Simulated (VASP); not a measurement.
Set up this calculation in VASP 6.6.1, as the native input.

```yaml
Task: relaxation of cell and atoms
Functional: PBE
Potentials_or_basis: VASP PAW PBE potentials, release 64 (Ta_pv, C)
Cutoff: 600 eV
k_mesh: 6 × 6 × 4
Occupations: gaussian, width 0.1 eV
Spin: no spin polarisation
Dipole_correction: no
Further_INCAR_settings: ALGO = Normal; EDIFF = 1e-06; IBRION = 2; EDIFFG = -0.04; NSW = 90; ISIF = 3
```

The structure of Ta2C3 lies in POSCAR:

```
Ta2C3
1.0
    3.4394087595      0.0000000000      0.0000000000
   -1.7197043798      2.9786153597      0.0000000000
    0.0000000000      0.0000000000      5.3511613441
Ta C
2 3
Direct
    0.3333333333      0.6666666667      0.2450000000
    0.6666666667      0.3333333333      0.7550000000
    0.0000000000      0.0000000000      0.0000000000
    0.3333333333      0.6666666667      0.6450000000
    0.6666666667      0.3333333333      0.3550000000
```

These files were run (other wordings do the same):

INCAR

```
PREC = Accurate
ENCUT = 600
EDIFF = 1E-6
ISMEAR = 0
SIGMA = 0.1
LREAL = F
LASPH = T
NELM = 60
ALGO = Normal
ISIF = 3
LWAVE = F
LCHARG = F
GGA = PE
IBRION = 2
NSW = 90
EDIFFG = -0.04
```

KPOINTS

```
Automatic mesh
0
Gamma
  6 6 4
```

Potentials or basis: VASP PAW PBE potentials, release 64 (Ta_pv, C).

Launch:

```bash
$ cat potpaw_PBE.64/Ta_pv/POTCAR potpaw_PBE.64/C/POTCAR > POTCAR
$ mpirun -np 1 vasp_std > vasp.out
```

Results of the run:

* Relaxed volume: 10.20 Å³/atom
* Relaxed cell: a = 3.016 Å, b = 3.016 Å, c = 6.475 Å, α = 90.00°, β = 90.00°, γ = 120.00°
* Space group after relaxing (to 0.1 Å): P-3m1 (No. 164)
* Energy gained by relaxing: 394.4 meV/atom
* Ionic steps: 40
* Pressure after relaxing: 0.1 GPa
* Largest force after relaxing: 0.028 eV/Å
* Band gap on the k mesh: zero (bands 17 and 18 overlap by 2.24 eV)

Caveat: a cell axis changed by over 15 % at a fixed basis, so the end point is rough; spin-orbit coupling is left out, which moves the levels of the heavy elements.

Run time: 22 min on 1 thread of Intel Xeon 8259CL, with other jobs on the host, peak memory 0.22 GiB.
